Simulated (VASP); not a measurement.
Input of a VASP 6.6.1 run:

INCAR

```
SYSTEM = RbBr
PREC     = Accurate       ! precision mode
ENCUT    = 600            ! plane-wave cutoff, eV
EDIFF    = 1E-7           ! SCF threshold, eV
ISMEAR   = -1             ! smearing method
SIGMA    = 0.1            ! smearing width, eV
LREAL    = .FALSE.        ! projectors in reciprocal space
LASPH    = .TRUE.         ! aspherical terms in the spheres
NELM     = 100            ! most SCF steps
ALGO     = Normal         ! electronic algorithm
ISIF     = 3              ! what is computed and relaxed
LWAVE    = .FALSE.        ! write WAVECAR
LCHARG   = .FALSE.        ! write CHGCAR
GGA      = PS             ! functional
IBRION   = 2              ! ionic algorithm
NSW      = 100            ! ionic steps
EDIFFG   = -0.002         ! ionic threshold
```

File KPOINTS:

```
Automatic mesh
0
G
  10 10 10
  0 0 0
```

File POSCAR:

```
RbBr
1.0
    0.0000000000      3.4270000000      3.4270000000
    3.4270000000      0.0000000000      3.4270000000
    3.4270000000      3.4270000000      0.0000000000
Rb Br
1 1
Direct
    0.0000000000      0.0000000000      0.0000000000
    0.5000000000      0.5000000000      0.5000000000
```

Potentials or basis: VASP PAW PBE potentials, release 64 (Rb_sv, Br).

Command:

```sh
$ cat potpaw_PBE.64/Rb_sv/POTCAR potpaw_PBE.64/Br/POTCAR > POTCAR
$ mpirun -np 1 vasp_std > vasp.out
```

(1) Predict the band gap on the k mesh.

(2) Predict the relaxed volume.

(3) Predict the space group after relaxing (to 0.05 Å).

## Answers

(1) 4.21 eV, direct.

(2) 40.19 Å³/atom.

(3) Fm-3m (No. 225).

Caveat: the PAW data sets were made with another functional, which shifts forces and pressure a little.
